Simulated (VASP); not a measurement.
## Al: relaxation of cell and atoms with LDA

The system is Al.

```
Al
1.0
     0.00000    2.02073    2.02073
     2.02073    0.00000    2.02073
     2.02073    2.02073    0.00000
Al
1
Direct
  0.00000 0.00000 0.00000
```

```
Program                : VASP 6.6.1
Task                   : relaxation of cell and atoms
Functional             : LDA
Potentials or basis    : VASP PAW LDA potentials, release 64 (Al)
Cutoff                 : 500 eV
k mesh                 : 18 × 18 × 18
Occupations            : gaussian, width 0.1 eV
Spin                   : no spin polarisation
Dipole correction      : no
Further INCAR settings : ALGO = Normal; EDIFF = 1e-07; IBRION = 2; EDIFFG = -0.005; NSW = 70; ISIF = 3
```

| Quantity | Value |
| --- | --- |
| Relaxed volume | 15.82 Å³/atom |
| Relaxed cell | a = 2.818 Å, b = 2.818 Å, c = 2.818 Å, α = 60.00°, β = 60.00°, γ = 60.00° |
| Space group after relaxing (to 0.05 Å) | Fm-3m (No. 225) |
| Energy gained by relaxing | 7.1 meV/atom |
| Ionic steps | 3 |
| Pressure after relaxing | 0.0 GPa |

The path:
| step | energy change (eV) | largest force (eV/Å) | pressure (GPa) | volume (Å³) |
| --- | --- | --- | --- | --- |
| 1 | 0.0000 | 0.0000 | -3.19 | 16.50 |
| 2 | -0.0069 | 0.0000 | 0.46 | 15.73 |
| 3 | -0.0071 | 0.0000 | 0.00 | 15.82 |

Final structure:
```
Al
1.0
     0.00000    1.99235    1.99235
     1.99235    0.00000    1.99235
     1.99235    1.99235    0.00000
Al
1
Direct
  0.00000 0.00000 0.00000
```

Levels at points of the mesh, in eV from the Fermi level:
```tsv
k point	band 1	band 2	band 3	band 4	band 5
(0.00, 0.00, 0.00)	-11.39	12.81	12.81	12.81	14.46
(0.50, 0.00, 0.00)	-4.71	-4.44	11.64	11.64	11.70
(0.50, 0.50, 0.00)	-2.99	-1.61	5.31	5.74	5.74
```

Wall time 13 s on 1 thread of Intel(R) Xeon(R) Platinum 8488C (Sapphire Rapids), with other jobs on the host, peak memory 0.13 GiB.

LDA usually gives volumes a few per cent too small. Zero-point motion and thermal expansion aren't in these numbers.
